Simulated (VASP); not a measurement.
Write the native input for VASP 6.6.1 that does the following.

- Task: single point
- Functional: PBE
- Potentials or basis: VASP PAW PBE potentials, release 64 (C, O)
- Cutoff: 520 eV
- k mesh: 6 × 3 × 1
- Occupations: gaussian, width 0.1 eV
- Spin: no spin polarisation
- Dipole correction: yes
- Further INCAR settings: ALGO = Normal; EDIFF = 1e-07; NBANDS = 42

The structure of C13O lies in POSCAR:

```
C13O
1.0
    4.9326910638      0.0000000000      0.0000000000
    0.0000000000      8.5222964206      0.0000000000
    0.0000000000      0.0000000000     22.9416054000
C O
13 1
Direct
    0.0000000000      0.0000000000      0.1743557144
    0.5000000000      0.0000000000      0.1743557144
    0.2500000000      0.0000000000      0.2053898385
    0.7500000000      0.0000000000      0.2053898385
    0.2500000000      0.0000000000      0.2674580867
    0.7500000000      0.0000000000      0.2674580867
    0.0000000000      0.0000000000      0.2977124358
    0.5000000000      0.0000000000      0.2977124358
    0.0000000000      0.0000000000      0.3626190224
    0.5000000000      0.0000000000      0.3626190224
    0.2500000000      0.0000000000      0.3897549994
    0.7500000000      0.0000000000      0.3897549994
    0.1250000000      0.9091207391      0.4525230566
    0.1250000000      1.0908792609      0.4525230566
```

The input as run:

INCAR

```
SYSTEM = C13O
PREC = Accurate
ENCUT = 520
EDIFF = 1E-7
ISMEAR = 0
SIGMA = 0.1
LREAL = .FALSE.
LASPH = .TRUE.
NELM = 80
ALGO = Normal
ISIF = 2
LWAVE = .FALSE.
LCHARG = .FALSE.
LDIPOL = .TRUE.
IDIPOL = 3
DIPOL = 0.5 0.5 0.307
GGA = PE
NBANDS = 42
```

KPOINTS

```
regular mesh
0
G
  6 3 1
  0 0 0
```

Potentials or basis: VASP PAW PBE potentials, release 64 (C, O).

Launch:

```console
$ cat potpaw_PBE.64/C/POTCAR potpaw_PBE.64/O/POTCAR > POTCAR
$ mpirun -np 1 vasp_std > vasp.out
```

Results of the run:

```
Largest force          : 6.271 eV/Å
Band gap on the k mesh : 0.04 eV
```

Caveat: the smearing spreads over this small gap; semilocal functionals underestimate gaps, and a narrow one can read as zero.

Run time: 11 min on 1 thread of Intel(R) Xeon(R) 6975P-C (Granite Rapids), on a shared host, peak memory 1 GiB.
